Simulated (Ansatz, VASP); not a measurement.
WS2: VASP beside Ansatz

The input INCAR:

```
ALGO     = Normal         # electronic algorithm
EDIFF    = 1E-6           # SCF threshold, eV
ENCUT    = 520            # plane-wave cutoff, eV
GGA      = PS             # functional
ISIF     = 2              # what is computed and relaxed
ISMEAR   = -1             # smearing method
LASPH    = True           # aspherical terms in the spheres
LCHARG   = True           # write CHGCAR
LELF     = True           # ELF
LREAL    = False          # projectors in reciprocal space
LVHAR    = True         
LWAVE    = False          # write WAVECAR
NBANDS   = 20             # bands
NELM     = 100            # most SCF steps
PREC     = Accurate       # precision mode
SIGMA    = 0.05           # smearing width, eV
```

KPOINTS

```
k-points
0
Gamma
  10 10 2
```

POSCAR

```
WS2
1.0
    3.2254095325      0.0000000000      0.0000000000
   -1.6127047662      2.7932865927      0.0000000000
    0.0000000000      0.0000000000     17.1736373894
W S
1 2
Direct
    0.0000000000      0.0000000000      0.0000000000
    0.3333333333      0.6666666667      0.0920005100
    0.3333333333      0.6666666667      0.9079994900
```

The input input.yaml:

```yaml
crystal:
  lattice:
    - [3.2254095325, 0.0, 0.0]
    - [-1.6127047662, 2.7932865927, 0.0]
    - [0.0, 0.0, 17.1736373894]
  atoms:
    - { symbol: W, position: [0.0, 0.0, 0.0] }
    - { symbol: S, position: [0.3333333333, 0.6666666667, 0.09200051] }
    - { symbol: S, position: [0.3333333333, 0.6666666667, 0.90799949] }
kpoints:
  mp_grid: { grid: [10, 10, 2] }
scf:
  occupations: { method: fermi_dirac, width: 0.05 }
hamiltonian:
  xc: pbesol
  pseudopotentials: { kind: all_electron, lapw: { basis_error: 0.001 } }
output:
  forces: true
  stress: true
  eigenvalues: true
```

Change from the starting cell: volume scaled by 1.04.

Alike in both runs: task single point; functional PBEsol; k mesh 10 × 10 × 2; occupations fermi-dirac, width 0.05 eV; no spin polarisation.

|  | VASP | Ansatz |
| --- | --- | --- |
| version | VASP 6.6.1 | Ansatz 0.2.0 |
| potentials or method | VASP PAW PBE potentials, release 64 (W_sv, S), cutoff 520 eV | all-electron LAPW, scalar-relativistic |

|  | VASP | Ansatz | Ansatz less VASP |
| --- | --- | --- | --- |
| gap on the k mesh at the Fermi level (eV) | 1.88 | 1.88 | -0.007 |
| least direct gap on the mesh (eV) | 2.04 | 2.04 | -0.002 |
| rms of the force components (eV/Å) | 0.361 | 0.368 | +0.0073 |

VASP's potentials were made for PBE, not for PBEsol. Atom by atom the forces differ by 0.007 eV/Å (rms over components). Ansatz ran all-electron here, and VASP with PAW potentials.

Spin-orbit coupling is off throughout.
